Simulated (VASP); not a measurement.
# SnO2 (R-3m) in VASP: notebook, part 2 of 2

VASP 6.6.1.

### 5 Relaxation of cell and atoms, LDA

This run uses another cell than the first one, of 14.50 Å³/atom.

INCAR

```
SYSTEM = SnO2
PREC = Accurate ; ENCUT = 600
EDIFF = 1E-7 ; ISMEAR = -1
SIGMA = 0.05 ; LREAL = .FALSE.
LASPH = .TRUE. ; NELM = 60
ALGO = Normal ; ISIF = 3
LWAVE = .FALSE. ; LCHARG = .FALSE.
GGA = CA ; IBRION = 2
NSW = 60 ; EDIFFG = -0.01
```

KPOINTS

```
Automatic mesh
0
G
  10 10 10
  0 0 0
```

POSCAR

```
SnO2
1.0
    1.6170930752      0.9336291223      4.8005925840
   -1.6170930752      0.9336291223      4.8005925840
    0.0000000000     -1.8672582446      4.8005925840
Sn O
1 2
Direct
    0.5000000000      0.5000000000      0.5000000000
    0.7628300000      0.7628300000      0.7628300000
    0.2371700000      0.2371700000      0.2371700000
```

Potentials or basis: VASP PAW LDA potentials, release 64 (Sn_d, O).

Command:

```console
$ cat potpaw_LDA.64/Sn_d/POTCAR potpaw_LDA.64/O/POTCAR > POTCAR
$ mpirun -np 1 vasp_std > vasp.out
```

OUTCAR:

```text
SYSTEM = SnO2
   PREC = Accurate
   ENCUT = 600
   EDIFF = 1E-7
   ISMEAR = -1
   LREAL = .FALSE.
   LASPH = .TRUE.
   NELM = 60
   ISIF = 3
   GGA = CA
   IBRION = 2
   NSW = 60
   EDIFFG = -0.01

 ion  position               nearest neighbor table
   1  0.500  0.500  0.500-   3 2.13   3 2.13   2 2.13   2 2.13   3 2.13   2 2.13
   2  0.763  0.763  0.763-   1 2.13   1 2.13   1 2.13
   3  0.237  0.237  0.237-   1 2.13   1 2.13   1 2.13

  LATTYP: Found a trigonal (rhomboedric) cell.
 ALAT       =     5.1509554948
 COS(alpha) =     0.8028828391

  Lattice vectors:

 A1 = (   1.6170930752,   0.9336291223,   4.8005925840)
 A2 = (  -1.6170930752,   0.9336291223,   4.8005925840)
 A3 = (   0.0000000000,  -1.8672582446,   4.8005925840)

Analysis of symmetry for initial positions (statically):
=====================================================================
 Subroutine PRICEL returns:
 Original cell was already a primitive cell.

 Routine SETGRP: Setting up the symmetry group for a
 trigonal (rhombohedral) supercell.

 Subroutine GETGRP returns: Found 12 space group operations
 (whereof 12 operations were pure point group operations)
 out of a pool of 12 trial point group operations.

The static configuration has the point symmetry D_3d.

Analysis of symmetry for dynamics (positions and initial velocities):
=====================================================================
 Subroutine PRICEL returns:
 Original cell was already a primitive cell.

 Routine SETGRP: Setting up the symmetry group for a
 trigonal (rhombohedral) supercell.

 Subroutine GETGRP returns: Found 12 space group operations
 (whereof 12 operations were pure point group operations)
 out of a pool of 12 trial point group operations.

The dynamic configuration has the point symmetry D_3d.

 Subroutine INISYM returns: Found 12 space group operations
 (whereof 12 operations are pure point group operations),
 and found     1 'primitive' translations

----------------------------------------------------------------------------------------

                                     Primitive cell

  volume of cell :      43.4866

  direct lattice vectors                    reciprocal lattice vectors
     1.617093075  0.933629122  4.800592584     0.309196797  0.178514854  0.069435872
    -1.617093075  0.933629122  4.800592584    -0.309196797  0.178514854  0.069435872
     0.000000000 -1.867258245  4.800592584     0.000000000 -0.357029708  0.069435872

  length of vectors
     5.150955495  5.150955495  5.150955495     0.363719058  0.363719058  0.363719058

  position of ions in fractional coordinates (direct lattice)
     0.500000000  0.500000000  0.500000000
     0.762830000  0.762830000  0.762830000
     0.237170000  0.237170000  0.237170000

  ion indices of the primitive-cell ions
   primitive index   ion index
                 1           1
                 2           2
                 3           3

----------------------------------------------------------------------------------------

 KPOINTS: Automatic mesh

Automatic generation of k-mesh.
[... 59 lines left out ...]
   ICHARG =      2    charge: 1-file 2-atom 10-const
   ISPIN  =      1    spin polarized calculation?
   LNONCOLLINEAR =      F non collinear calculations
   LSORBIT =      F    spin-orbit coupling
   LASPH  =      T    aspherical Exc in radial PAW
   ENCUT  =  600.0 eV  44.10 Ry    6.64 a.u.  10.29 10.29 10.29*2*pi/ulx,y,z
   NELM   =     60;   NELMIN=  2; NELMDL= -5     # of ELM steps
   EDIFF  = 0.1E-06   stopping-criterion for ELM
   LREAL  =      F    real-space projection
   EDIFFG = -.1E-01   stopping-criterion for IOM
   NSW    =     60    number of steps for IOM
   IBRION =      2    ionic relax: 0-MD 1-quasi-New 2-CG
   NFREE  =      1    steps in history (QN), initial steepest desc. (CG)
   ISIF   =      3    stress and relaxation
   ISYM   =      2    0-nonsym 1-usesym 2-fastsym
   POTIM  = 0.5000    time-step for ionic-motion
   TEBEG  =    0.0;   TEEND  =   0.0 temperature during run
   PSTRESS=    0.0 pullay stress
   NELECT =      26.0000    total number of electrons
   NUPDOWN=      -1.0000    fix difference up-down
   EMIN   =  10.00;   EMAX   =-10.00  energy-range for DOS
   EFERMI =   0.00;   METHOD = LEGACY
   ISMEAR =    -1;   SIGMA  =   0.05  broadening in eV -4-tet -1-fermi 0-gaus
   EFERMI_NEDOS =   21; number of points for ismear=-14 and -15
   IALGO  =     38    algorithm
   IMIX   =      4    mixing-type and parameters
     AMIX     =   0.40;   BMIX     =  1.00
     AMIX_MAG =   1.60;   BMIX_MAG =  1.00
  volume/ion in A,a.u.               =      14.50        97.82
  Fermi-wavevector in a.u.,A,eV,Ry     =   1.379158  2.606231 25.879336  1.902078
  Thomas-Fermi vector in A             =   2.504154
   LORBIT       =      0    0 simple, 1 ext, 2 COOP (PROOUT), +10 PAW based schemes
   GGA     = CA    functional components
   LHFCALC =     F    Hartree Fock is set to
   AEXX    =    0.0000 exact exchange contribution
   IVDW    =     0    specifies the selected vdW correction
   LEPSILON=     F    determine dielectric tensor
   LRPA    =     F    only Hartree local field effects (RPA)
 conjugate gradient relaxation of ions
 non-spin polarized calculation
  energy-cutoff  :      600.00
  volume of cell :       43.49
 maximum number of plane-waves:      1468
 NGX is ok and might be reduce to    42
   NGX = 21   NGY = 21   NGZ = 21

--------------------------------------- Ionic step        1  -------------------------------------------

 number of electron      26.0000002 magnetization

 Free energy of the ion-electron system (eV)
  ---------------------------------------------------
  ext. energy  EPLUGINS =         0.00000000
  ---------------------------------------------------
  free energy    TOTEN  =       -20.44151630 eV

  energy without entropy =      -20.44151630  energy(sigma->0) =      -20.44151630

------------------------ aborting loop because EDIFF is reached ----------------------------------------

  FORCE on cell =-STRESS in cart. coord.  units (eV):
  Direction    XX          YY          ZZ          XY          YZ          ZX
  --------------------------------------------------------------------------------------
  -------------------------------------------------------------------------------------
  Total       -2.5095125     -2.5095125     -1.9728038      0.0000000      0.0000000      0.0000000
  in kB      -92.4579884    -92.4579884    -72.6840250      0.0000000      0.0000000      0.0000000
  external PRESSURE =     -85.8666672 kB  Pullay stress =       0.0000000 kB
[... 92 lines left out ...]
  FREE ENERGIE OF THE ION-ELECTRON SYSTEM (eV)
  ---------------------------------------------------
  free  energy   TOTEN  =       -20.5083389325 eV

  energy  without entropy=      -20.5083389325  energy(sigma->0) =      -20.50833893

[... ionic steps 4 to 24 ...]

--------------------------------------- Ionic step       25  -------------------------------------------

 number of electron      25.9999999 magnetization

------------------------ aborting loop because EDIFF is reached ----------------------------------------
[... 69 lines left out ...]
--------------------------------------- Ionic step       27  -------------------------------------------

 number of electron      25.9999999 magnetization

 Free energy of the ion-electron system (eV)
  ---------------------------------------------------
  ext. energy  EPLUGINS =         0.00000000
  ---------------------------------------------------
  free energy    TOTEN  =       -20.58139005 eV

  energy without entropy =      -20.58139004  energy(sigma->0) =      -20.58139004

 E-fermi :   6.4196     XC(G=0): -11.7243

 val. band max:        5.6228548142   @ k =   0.0000   0.0000   0.0000
 cond. band min:       7.0783115873   @ k =   0.0000   0.0000   0.0000
 fundamental gap:      1.4554567731
 Fermi energy:         6.4196187488

 k-point     1 :       0.0000    0.0000    0.0000
  band No.  band energies     occupation
      1     -14.6937      2.00000
      2     -14.3938      2.00000
      3     -14.3938      2.00000
      4     -14.1553      2.00000
      5     -14.1553      2.00000
      6     -12.8777      2.00000
[... 457 lines left out ...]
      4     -14.1885      2.00000
      5     -14.0727      2.00000
      6     -11.7807      2.00000
[... 9 lines left out ...]
     16      15.6149      0.00000
     17      16.9845      0.00000

 [... further k-points ...]

------------------------ aborting loop because EDIFF is reached ----------------------------------------

  FORCE on cell =-STRESS in cart. coord.  units (eV):
  Direction    XX          YY          ZZ          XY          YZ          ZX
  --------------------------------------------------------------------------------------
  -------------------------------------------------------------------------------------
  Total       -0.0203001     -0.0203001      0.0134179      0.0000000     -0.0000000      0.0000000
  in kB       -0.8981929     -0.8981929      0.5936851      0.0000000     -0.0000000      0.0000000
  external PRESSURE =      -0.4009002 kB  Pullay stress =       0.0000000 kB
[... 18 lines left out ...]
  FREE ENERGIE OF THE ION-ELECTRON SYSTEM (eV)
  ---------------------------------------------------
  free  energy   TOTEN  =       -20.5813900455 eV

  energy  without entropy=      -20.5813900391  energy(sigma->0) =      -20.58139004

 reached required accuracy - stopping structural energy minimisation
```

CONTCAR:

```text
SnO2
   1.00000000000000
     1.6095530706666754    0.9292758986524721    4.0349452292814458
    -1.6095530706666754    0.9292758986524721    4.0349452292814458
    -0.0000000000000000   -1.8585517973049441    4.0349452292814458
  Sn              O
     1     2
Direct
     0.5000000000000000    0.5000000000000000    0.5000000000000000
     0.7542092192711009    0.7542092192711009    0.7542092192711009
     0.2457907807288991    0.2457907807288991    0.2457907807288991

  0.00000000E+00  0.00000000E+00  0.00000000E+00
  0.00000000E+00  0.00000000E+00  0.00000000E+00
  0.00000000E+00  0.00000000E+00  0.00000000E+00
```

Run time: 50 min. Hardware: 1 thread of Intel Xeon Platinum 8375C at 2.90GHz (Ice Lake), shared host; peak memory 0.31 GiB.

Results:

| Property | Result |
| --- | --- |
| Free energy | -20.5814 eV |
| Relaxed volume | 12.07 Å³/atom |
| Relaxed cell | a = 4.442 Å, b = 4.442 Å, c = 4.442 Å, α = 42.48°, β = 42.48°, γ = 42.48° |
| Space group after relaxing (to 0.1 Å) | R-3m (No. 166) |
| Energy gained by relaxing | 46.6 meV/atom |
| Ionic steps | 27 |
| Pressure after relaxing | 0.0 GPa |
| Largest force after relaxing | 0.004 eV/Å |
| Band gap on the k mesh | 1.46 eV |

Forces on the atoms (eV/Å):
```
Sn   0.000  0.000  0.000
O    0.000  0.000 -0.004
O    0.000  0.000  0.004
```

Stress tensor (GPa, compression positive):
```
-0.09  0.00  0.00
 0.00 -0.09  0.00
 0.00  0.00  0.06
```

Step by step:
```
step  energy change (eV)  largest force (eV/Å)  pressure (GPa)  volume (Å³)
   1              0.0000                0.6195           -8.59        43.49
   2              0.0743                1.2521           15.06        38.78
   3             -0.0668                0.0554           -0.47        41.46
   4             -0.0668                0.0706           -0.26        41.42
   5             -0.0717                0.1154           -0.32        41.21
   6             -0.0831                0.2493           -0.50        40.57
   7             -0.0906                0.5064           -0.60        39.24
   8             -0.0930                0.4966           -0.65        39.12
   9             -0.0999                0.4675           -0.85        38.76
  10             -0.1120                0.4094           -1.13        38.04
  11             -0.1274                0.2784           -1.07        36.58
  12             -0.0963                0.1081            2.74        33.58
  13             -0.1256                0.3160           -0.21        36.01
  14             -0.1249                0.2334            0.26        35.35
  15             -0.1257                0.2714            0.03        35.63
  16             -0.1318                0.1719           -0.29        35.76
  17             -0.1385                0.0776           -1.04        36.08
  18             -0.1386                0.0140            1.26        35.80
  19             -0.1394                0.0309            0.14        35.94
  20             -0.1394                0.0301            0.18        35.93
  21             -0.1395                0.0207            0.18        35.97
  22             -0.1397                0.0070            0.19        36.07
  23             -0.1396                0.0616            0.25        36.27
  24             -0.1398                0.0275            0.23        36.14
  25             -0.1398                0.0005           -0.21        36.24
  26             -0.1398                0.0094           -0.07        36.21
  27             -0.1399                0.0036           -0.04        36.21
```

Final structure:
```cif
data_structure
_symmetry_space_group_name_H-M 'P 1'
_symmetry_Int_Tables_number 1
_cell_length_a 4.4424
_cell_length_b 4.4424
_cell_length_c 4.4424
_cell_angle_alpha 42.485
_cell_angle_beta 42.485
_cell_angle_gamma 42.485
_cell_volume 36.21
loop_
_atom_site_label
_atom_site_type_symbol
_atom_site_fract_x
_atom_site_fract_y
_atom_site_fract_z
_atom_site_occupancy
Sn1 Sn 0.50000 0.50000 0.50000 1
O1 O 0.75421 0.75421 0.75421 1
O2 O 0.24579 0.24579 0.24579 1
```

Caveat: the volume moved by over 15 % at a fixed basis, so the end points are rough; spin-orbit coupling is left out, which moves the levels of the heavy elements.

### 6 Summary

```tsv
task	level	potentials or basis	cell	cutoff (eV)	gap on the mesh (eV)	pressure (GPa)	largest force (eV/Å)
single point	BLYP	VASP PAW PBE potentials, release 64 (Sn_d, O)	a = 5.817 Å, angles 32.7°, 3 atoms, atomic positions A	520	1.99	0.6	0.05
single point	RPBE	VASP PAW PBE potentials, release 64 (Sn_d, O)	a = 6.017 Å, angles 31.3°, 3 atoms, atomic positions B	520	2.28	0.4	0.05
single point	r2SCAN	VASP PAW PBE potentials, release 64 (Sn_d, O)	a = 4.729 Å, angles 39.7°, 3 atoms, atomic positions C	520	2.44	1.2	0.09
relaxation of cell and atoms	LDA	VASP PAW LDA potentials, release 64 (Sn_d, O)	relaxed from a = 5.151 Å, angles 36.6°, 3 atoms, atomic positions D	600	1.46	0.0	-
```

Alike in all rows: no spin polarisation; k mesh 10 × 10 × 10; smearing fermi-dirac 0.05 eV.

Caveats: spin-orbit coupling is left out, which moves the levels of the heavy elements; the PAW data sets were made with another functional, which shifts forces and pressure a little (at least some runs); the volume moved by over 15 % at a fixed basis, so the end points are rough (at least some runs).

Absolute energies hang on the potentials; compare differences alone.
